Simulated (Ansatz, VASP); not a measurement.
## GaAs in VASP and in Ansatz

The input INCAR:

```
  PREC = Accurate
  ENCUT = 600
  EDIFF = 1E-6
  ISMEAR = 0
  SIGMA = 0.02
  LREAL = False
  LASPH = True
  NELM = 100
  ALGO = Normal
  ISIF = 3
  LWAVE = False
  LCHARG = False
  GGA = CA
  IBRION = 2
  NSW = 100
  EDIFFG = -0.005
```

Contents of KPOINTS:

```
Automatic mesh
0
Gamma
  12 12 12
```

POSCAR

```
GaAs
1.0
    0.0000000000      2.8016907859      2.8016907859
    2.8016907859      0.0000000000      2.8016907859
    2.8016907859      2.8016907859      0.0000000000
Ga As
1 1
Direct
    0.0000000000      0.0000000000      0.0000000000
    0.7500000000      0.7500000000      0.7500000000
```

Input for Ansatz:

```yaml
crystal:
  lattice:
    - [0.0, 2.8016907859, 2.8016907859]
    - [2.8016907859, 0.0, 2.8016907859]
    - [2.8016907859, 2.8016907859, 0.0]
  atoms:
    - { symbol: Ga, position: [0.0, 0.0, 0.0] }
    - { symbol: As, position: [0.75, 0.75, 0.75] }
kpoints:
  mp_grid: { grid: [12, 12, 12] }
hamiltonian:
  xc: lda
scf:
  occupations: { method: gaussian, width: 0.02 }
output:
  forces: true
  eigenvalues: true
  stress: true
relax:
  adjacent_minimum: "off"
  f_tol: 0.005
  max_steps: 80
  cell: { stress_tol: 0.05 }
```

Alike in both runs: task relaxation of cell and atoms; functional LDA; k mesh 12 × 12 × 12; occupations gaussian, width 0.02 eV; no spin polarisation.

|  | VASP | Ansatz |
| --- | --- | --- |
| version | VASP 6.6.1 | Ansatz 0.2.0 |
| potentials or method | VASP PAW LDA potentials, release 64 (Ga_d, As) | scalar-relativistic, plane waves, PAW |
| plane-wave cutoff (eV) | 600 | 420 |
| valence electrons in the cell | 18 | 28 |

VASP gave:

| Property | Result |
| --- | --- |
| gap on the k mesh at the Fermi level, each at its own relaxed structure (eV) | 0.50 |
| relaxed volume (Å³/atom) | 22.08 |
| relaxed cell length with the largest relative difference (Å) | 3.967 |

Q: Estimate Ansatz's values.

A: gap on the k mesh at the Fermi level, each at its own relaxed structure (eV): 0.49; relaxed volume (Å³/atom): 21.99; relaxed cell length with the largest relative difference (Å): 3.962.

LDA's correlation is that of Perdew and Zunger in VASP and of Perdew and Wang (1992) in Ansatz. VASP's potentials hold 18 valence electrons a cell and Ansatz's 28, so a difference there can come from the potentials and not from the codes.
